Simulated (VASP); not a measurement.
# MoS2 (P-3m1) in VASP: notebook

MoS2 is run at these levels: r2SCAN; tasks: single point.

Program: VASP 6.6.1. These are calculated values, not measurements. Logs are shortened: lines on timing, memory, paths and dates and some standing lists are left out, and cuts for length are marked.

## (1) The cell of the first run

Symmetry: P-3m1, No. 164, trigonal system. The conventional cell has a = 3.281 Å, b = 3.281 Å, c = 6.238 Å, α = 90.00°, β = 90.00°, γ = 120.00°. Within 3.2 Å of Mo (site symmetry -3m) lie 6 S at 2.42 Å. S (site symmetry 3m) has 3 Mo at 2.42 Å within 3.2 Å.

## (2) Single point, r2SCAN

File POSCAR:

```
MoS2
1.0
    3.2811856674      0.0000000000      0.0000000000
   -1.6405923254      2.8415894513      0.0000000000
    0.0000000000      0.0000000000      6.2380946712
Mo S
1 2
Direct
    0.0000000000      0.0000000000      0.5000000000
    0.3333333333      0.6666666667      0.2588043392
    0.6666666667      0.3333333333      0.7411956608
```

File INCAR.step1:

```
PREC = Accurate
ENCUT = 520
ISMEAR = 0
SIGMA = 0.1
LREAL = F
LASPH = T
NELM = 100
NBANDS = 20
GGA = PE
ALGO = Normal
EDIFF = 1E-4
LWAVE = T
LCHARG = F
```

File INCAR.step2:

```
PREC = Accurate
ENCUT = 520
EDIFF = 1E-7
ISMEAR = 0
SIGMA = 0.1
LREAL = F
LASPH = T
NELM = 100
ALGO = Normal
ISIF = 2
LWAVE = F
LCHARG = F
METAGGA = R2SCAN
LMIXTAU = T
NBANDS = 20
ISTART = 1
```

File KPOINTS:

```
Automatic mesh
0
Gamma
  4 4 2
```

Potentials or basis: VASP PAW PBE potentials, release 64 (Mo_sv, S).

Started as:

```
> cat potpaw_PBE.64/Mo_sv/POTCAR potpaw_PBE.64/S/POTCAR > POTCAR
> cp INCAR.step1 INCAR
> mpirun -np 1 vasp_std > vasp.out
> cp INCAR.step2 INCAR
> mpirun -np 1 vasp_std > vasp.out
```

OUTCAR:

```text
PREC = Accurate
   ENCUT = 520
   EDIFF = 1E-7
   ISMEAR = 0
   LREAL = F
   LASPH = T
   NELM = 100
   ISIF = 2
   METAGGA = R2SCAN
   ISTART = 1

 ion  position               nearest neighbor table
   1  0.000  0.000  0.500-   2 2.42   3 2.42   3 2.42   2 2.42   3 2.42   2 2.42
   2  0.333  0.667  0.259-   1 2.42   1 2.42   1 2.42
   3  0.667  0.333  0.741-   1 2.42   1 2.42   1 2.42

  LATTYP: Found a hexagonal cell.
 ALAT       =     3.2811856674
 C/A-ratio  =     1.9011708887

  Lattice vectors:

 A1 = (   3.2811856674,   0.0000000000,   0.0000000000)
 A2 = (  -1.6405923254,   2.8415894513,   0.0000000000)
 A3 = (   0.0000000000,   0.0000000000,   6.2380946712)

Analysis of symmetry for initial positions (statically):
=====================================================================
 Subroutine PRICEL returns:
 Original cell was already a primitive cell.

 Routine SETGRP: Setting up the symmetry group for a
 hexagonal supercell.

 Subroutine GETGRP returns: Found 12 space group operations
 (whereof 12 operations were pure point group operations)
 out of a pool of 24 trial point group operations.

The static configuration has the point symmetry D_3d.

Analysis of symmetry for dynamics (positions and initial velocities):
=====================================================================
 Subroutine PRICEL returns:
 Original cell was already a primitive cell.

 Routine SETGRP: Setting up the symmetry group for a
 hexagonal supercell.

 Subroutine GETGRP returns: Found 12 space group operations
 (whereof 12 operations were pure point group operations)
 out of a pool of 24 trial point group operations.

The dynamic configuration has the point symmetry D_3d.

 Subroutine INISYM returns: Found 12 space group operations
 (whereof 12 operations are pure point group operations),
 and found     1 'primitive' translations

----------------------------------------------------------------------------------------

                                     Primitive cell

  volume of cell :      58.1626

  direct lattice vectors                    reciprocal lattice vectors
     3.281185667  0.000000000  0.000000000     0.304767880  0.175957806  0.000000000
    -1.640592325  2.841589451  0.000000000     0.000000000  0.351915721  0.000000000
     0.000000000  0.000000000  6.238094671     0.000000000  0.000000000  0.160305358

  length of vectors
     3.281185667  3.281184815  6.238094671     0.351915629  0.351915721  0.160305358

  position of ions in fractional coordinates (direct lattice)
     0.000000000  0.000000000  0.500000000
     0.333333333  0.666666667  0.258804339
     0.666666667  0.333333333  0.741195661

  ion indices of the primitive-cell ions
   primitive index   ion index
                 1           1
                 2           2
                 3           3

----------------------------------------------------------------------------------------

 KPOINTS: Automatic mesh

Automatic generation of k-mesh.
 Grid dimensions read from file:
 generate k-points for:    4    4    2

 Generating k-lattice:

  Cartesian coordinates                     Fractional coordinates (reciprocal lattice)
     0.076191970  0.043989451  0.000000000     0.250000000 -0.000000000  0.000000000
     0.000000000  0.087978930  0.000000000     0.000000000  0.250000000  0.000000000
     0.000000000  0.000000000  0.080152679     0.000000000  0.000000000  0.500000000

  Length of vectors
     0.087978907  0.087978930  0.080152679

  Shift w.r.t. Gamma in fractional coordinates (k-lattice)
     0.000000000  0.000000000  0.000000000

 Subroutine IBZKPT returns following result:
 ===========================================

 Found      8 irreducible k-points:

 Following reciprocal coordinates:
            Coordinates               Weight
  0.000000  0.000000  0.000000      1.000000
  0.250000 -0.000000  0.000000      6.000000
  0.500000 -0.000000  0.000000      3.000000
  0.250000  0.250000  0.000000      6.000000
  0.000000  0.000000  0.500000      1.000000
  0.250000 -0.000000  0.500000      6.000000
  0.500000 -0.000000  0.500000      3.000000
  0.250000  0.250000  0.500000      6.000000
   k-points           NKPTS =      8   k-points in BZ     NKDIM =      8   number of bands    NBANDS=     20
   number of dos      NEDOS =    301   number of ions     NIONS =      3
   total plane-waves  NPLWV =  27648
   dimension x,y,z NGX =    24 NGY =   24 NGZ =   48
   dimension x,y,z NGXF=    48 NGYF=   48 NGZF=   96
   ions per type =               1   2
   NGX,Y,Z   is equivalent  to a cutoff of  12.16, 12.16, 12.79 a.u.
   NGXF,Y,Z  is equivalent  to a cutoff of  24.32, 24.32, 25.58 a.u.
 SYSTEM =  unknown system
   PREC   = accura    normal or accurate (medium, high low for compatibility)
   ISTART =      1    job   : 0-new  1-cont  2-samecut
   ICHARG =      0    charge: 1-file 2-atom 10-const
   ISPIN  =      1    spin polarized calculation?
   LNONCOLLINEAR =      F non collinear calculations
   LSORBIT =      F    spin-orbit coupling
   LASPH  =      T    aspherical Exc in radial PAW
   ENCUT  =  520.0 eV  38.22 Ry    6.18 a.u.   6.10  6.10 11.60*2*pi/ulx,y,z
   NELM   =    100;   NELMIN=  2; NELMDL=  0     # of ELM steps
   EDIFF  = 0.1E-06   stopping-criterion for ELM
   LREAL  =      F    real-space projection
   EDIFFG = 0.1E-05   stopping-criterion for IOM
   NSW    =      0    number of steps for IOM
   IBRION =     -1    ionic relax: 0-MD 1-quasi-New 2-CG
   NFREE  =      0    steps in history (QN), initial steepest desc. (CG)
   ISIF   =      2    stress and relaxation
   ISYM   =      2    0-nonsym 1-usesym 2-fastsym
   POTIM  = 0.5000    time-step for ionic-motion
   TEBEG  =    0.0;   TEEND  =   0.0 temperature during run
   PSTRESS=    0.0 pullay stress
   NELECT =      26.0000    total number of electrons
   NUPDOWN=      -1.0000    fix difference up-down
   EMIN   =  10.00;   EMAX   =-10.00  energy-range for DOS
   EFERMI =   0.00;   METHOD = LEGACY
   ISMEAR =     0;   SIGMA  =   0.10  broadening in eV -4-tet -1-fermi 0-gaus
   EFERMI_NEDOS =   21; number of points for ismear=-14 and -15
   IALGO  =     38    algorithm
   IMIX   =      4    mixing-type and parameters
     AMIX     =   0.40;   BMIX     =  1.00
     AMIX_MAG =   1.60;   BMIX_MAG =  1.00
  volume/ion in A,a.u.               =      19.39       130.83
  Fermi-wavevector in a.u.,A,eV,Ry     =   1.251751  2.365466 21.318701  1.566880
  Thomas-Fermi vector in A             =   2.385684
   LORBIT       =      0    0 simple, 1 ext, 2 COOP (PROOUT), +10 PAW based schemes
   METAGGA = R2SCAN    functional components
   LHFCALC =     F    Hartree Fock is set to
   AEXX    =    0.0000 exact exchange contribution
   IVDW    =     0    specifies the selected vdW correction
   LEPSILON=     F    determine dielectric tensor
   LRPA    =     F    only Hartree local field effects (RPA)
 non-spin polarized calculation
 Gauss-broadening in eV      SIGMA  =   0.10
  energy-cutoff  :      520.00
  volume of cell :       58.16
 maximum number of plane-waves:      1586
   NGX = 13   NGY = 13   NGZ = 23

 number of electron      25.9999998 magnetization

 Free energy of the ion-electron system (eV)
  ---------------------------------------------------
  ext. energy  EPLUGINS =         0.00000000
  ---------------------------------------------------
  free energy    TOTEN  =       -44.08947061 eV

  energy without entropy =      -44.07189878  energy(sigma->0) =      -44.08068469

 E-fermi :   6.5446     XC(G=0): -10.9596

 val. band max:        6.5024311606   @ k =   0.2500   0.2500   0.5000
 cond. band min:       6.7168531081   @ k =   0.2500   0.2500   0.5000
 fundamental gap:      0.2144219475
 Fermi energy:         6.5445854038

 k-point     1 :       0.0000    0.0000    0.0000
  band No.  band energies     occupation
      1     -57.2703      2.00000
      2     -30.5731      2.00000
      3     -30.5731      2.00000
      4     -30.5336      2.00000
      5      -8.8640      2.00000
      6      -7.2974      2.00000
[... 12 lines left out ...]
     19      13.3419      0.00000
     20      16.4991      0.00000

 k-point     2 :       0.2500   -0.0000    0.0000
  band No.  band energies     occupation
      1     -57.2564      2.00000
      2     -30.7224      2.00000
      3     -30.6076      2.00000
      4     -30.5029      2.00000
      5      -8.0316      2.00000
      6      -7.1908      2.00000
[... 12 lines left out ...]
     19      14.8190      0.00000
     20      15.2737      0.00000

 k-point     3 :       0.5000   -0.0000    0.0000
  band No.  band energies     occupation
      1     -57.2424      2.00000
      2     -30.8682      2.00000
      3     -30.6418      2.00000
      4     -30.4720      2.00000
      5      -7.3344      2.00000
      6      -6.6607      2.00000
[... 12 lines left out ...]
     19      13.8601      0.00000
     20      15.4377      0.00000

 k-point     4 :       0.2500    0.2500    0.0000
  band No.  band energies     occupation
      1     -57.2424      2.00000
      2     -30.8122      2.00000
      3     -30.6992      2.00000
      4     -30.4721      2.00000
      5      -7.0230      2.00000
      6      -7.0154      2.00000
[... 12 lines left out ...]
     19      15.2779      0.00000
     20      15.9479      0.00000

 k-point     5 :       0.0000    0.0000    0.5000
  band No.  band energies     occupation
      1     -57.2703      2.00000
      2     -30.5731      2.00000
      3     -30.5731      2.00000
      4     -30.5336      2.00000
      5      -8.6828      2.00000
      6      -7.5949      2.00000
[... 12 lines left out ...]
     19      14.9701      0.00000
     20      16.1066      0.00000

 k-point     6 :       0.2500   -0.0000    0.5000
  band No.  band energies     occupation
      1     -57.2564      2.00000
      2     -30.7224      2.00000
      3     -30.6075      2.00000
      4     -30.5029      2.00000
      5      -7.8743      2.00000
      6      -7.3864      2.00000
[... 12 lines left out ...]
     19      14.5335      0.00000
     20      15.4268      0.00000

 k-point     7 :       0.5000   -0.0000    0.5000
  band No.  band energies     occupation
      1     -57.2424      2.00000
      2     -30.8681      2.00000
      3     -30.6418      2.00000
      4     -30.4720      2.00000
      5      -7.3945      2.00000
      6      -6.5753      2.00000
[... 12 lines left out ...]
     19      12.9658      0.00000
     20      13.8513      0.00000

 k-point     8 :       0.2500    0.2500    0.5000
  band No.  band energies     occupation
      1     -57.2424      2.00000
      2     -30.8122      2.00000
      3     -30.6992      2.00000
      4     -30.4722      2.00000
      5      -7.1092      2.00000
      6      -6.9251      2.00000
[... 12 lines left out ...]
     19      14.4119      0.00000
     20      15.6649      0.00000

------------------------ aborting loop because EDIFF is reached ----------------------------------------

  FORCE on cell =-STRESS in cart. coord.  units (eV):
  Direction    XX          YY          ZZ          XY          YZ          ZX
  --------------------------------------------------------------------------------------
  -------------------------------------------------------------------------------------
  Total       -0.0293679     -0.0293679     -0.1252540     -0.0000000      0.0000000      0.0000000
  in kB       -0.8089834     -0.8089830     -3.4503099     -0.0000001      0.0000000      0.0000000
  external PRESSURE =      -1.6894254 kB  Pullay stress =       0.0000000 kB

 VOLUME and BASIS-vectors are now :
 -----------------------------------------------------------------------------
  energy-cutoff  :      520.00
  volume of cell :       58.16
      direct lattice vectors                 reciprocal lattice vectors
     3.281185667  0.000000000  0.000000000     0.304767880  0.175957806  0.000000000
    -1.640592325  2.841589451  0.000000000     0.000000000  0.351915721  0.000000000
     0.000000000  0.000000000  6.238094671     0.000000000  0.000000000  0.160305358

 POSITION                                       TOTAL-FORCE (eV/Angst)
 -----------------------------------------------------------------------------------
      0.00000      0.00000      3.11905        -0.000000      0.000000      0.000000
      0.00000      1.89439      1.61445        -0.000000     -0.000000     -0.024633
      1.64059      0.94720      4.62365         0.000000      0.000000      0.024633
 -----------------------------------------------------------------------------------
    total drift:                               -0.000000      0.000000     -0.000000

  FREE ENERGIE OF THE ION-ELECTRON SYSTEM (eV)
  ---------------------------------------------------
  free  energy   TOTEN  =       -44.0894706111 eV

  energy  without entropy=      -44.0718987769  energy(sigma->0) =      -44.08068469
```

It took 37 s on 1 thread of Intel Xeon Platinum 8488C (Sapphire Rapids), shared host; peak memory 0.17 GiB.

Results:

```
Free energy            : -44.0895 eV
Pressure               : -0.2 GPa
Largest force          : 0.025 eV/Å
Band gap on the k mesh : zero (band 13 reaches 6.50 eV, above the bottom of band 14 at 5.92 eV)
```

Forces on the atoms (eV/Å):
```
Mo   0.000  0.000  0.000
S    0.000  0.000 -0.025
S    0.000  0.000  0.025
```

Caveat: the k points lie up to 0.55 Å⁻¹ apart; the PAW data sets were made with another functional, which shifts forces and pressure a little.

## (3) Single point, r2SCAN

This run uses another cell than the first one, of 18.98 Å³/atom, 0.979 times its volume.

File POSCAR:

```
MoS2
1.0
    3.2274650000      0.0000000000      0.0000000000
   -1.6137320000      2.7950660000      0.0000000000
    0.0000000000      0.0000000000      6.3124730000
Mo S
1 2
Direct
    0.0000000000      0.0000000000      0.5000000000
    0.3333333333      0.6666666667      0.2553190000
    0.6666666667      0.3333333333      0.7446810000
```

File INCAR.step1:

```
SYSTEM = MoS2
PREC = Accurate
ENCUT = 520
ISMEAR = 0
SIGMA = 0.1
LREAL = .False.
LASPH = .True.
NELM = 100
NBANDS = 20
GGA = PE
ALGO = Normal
EDIFF = 1E-4
LWAVE = .True.
LCHARG = .False.
```

File INCAR.step2:

```
SYSTEM = MoS2
PREC = Accurate
ENCUT = 520
EDIFF = 1E-7
ISMEAR = 0
SIGMA = 0.1
LREAL = .False.
LASPH = .True.
NELM = 100
ALGO = Normal
ISIF = 2
LWAVE = .False.
LCHARG = .False.
METAGGA = R2SCAN
LMIXTAU = .True.
NBANDS = 20
ISTART = 1
```

File KPOINTS:

```
regular mesh
0
Gamma
  4 4 2
  0 0 0
```

Potentials or basis: VASP PAW PBE potentials, release 64 (Mo_sv, S).

Started as:

```
> cat potpaw_PBE.64/Mo_sv/POTCAR potpaw_PBE.64/S/POTCAR > POTCAR
> cp INCAR.step1 INCAR
> mpirun -np 1 vasp_std > vasp.out
> cp INCAR.step2 INCAR
> mpirun -np 1 vasp_std > vasp.out
```

It took 92 s on 1 thread of AMD EPYC 7R13, shared host; peak memory 0.14 GiB.

It converged, with:

```yaml
Free_energy: -44.0664 eV
Pressure: 0.8 GPa
Largest_force: 0.178 eV/Å
Band_gap_on_the_k_mesh: zero (band 13 reaches 6.79 eV, above the bottom of band 14 at 6.38 eV)
```

Forces in eV/Å, atoms in the order of the input:
```
Mo   0.000  0.000  0.000
S    0.000  0.000  0.178
S    0.000  0.000 -0.178
```

Stress tensor (GPa, compression positive):
```
 2.13  0.00  0.00
 0.00  2.13  0.00
 0.00  0.00 -1.77
```

Levels at points of the mesh, in eV from the Fermi level:
| k point | band 11 | band 12 | band 13 | band 14 | band 15 | band 16 |
| --- | --- | --- | --- | --- | --- | --- |
| (0.00, 0.00, 0.00) | -1.04 | -0.97 | -0.97 | -0.36 | -0.36 | 3.38 |
| (0.50, 0.00, 0.00) | -3.38 | -1.88 | -1.75 | 1.00 | 1.84 | 3.82 |
| (0.00, 0.00, 0.50) | -0.98 | -0.98 | -0.43 | -0.43 | -0.04 | 3.54 |
| (0.50, 0.00, 0.50) | -2.57 | -2.12 | -1.72 | 1.00 | 1.85 | 3.48 |

Caveat: the k points lie up to 0.56 Å⁻¹ apart; the PAW data sets were made with another functional, which shifts forces and pressure a little.
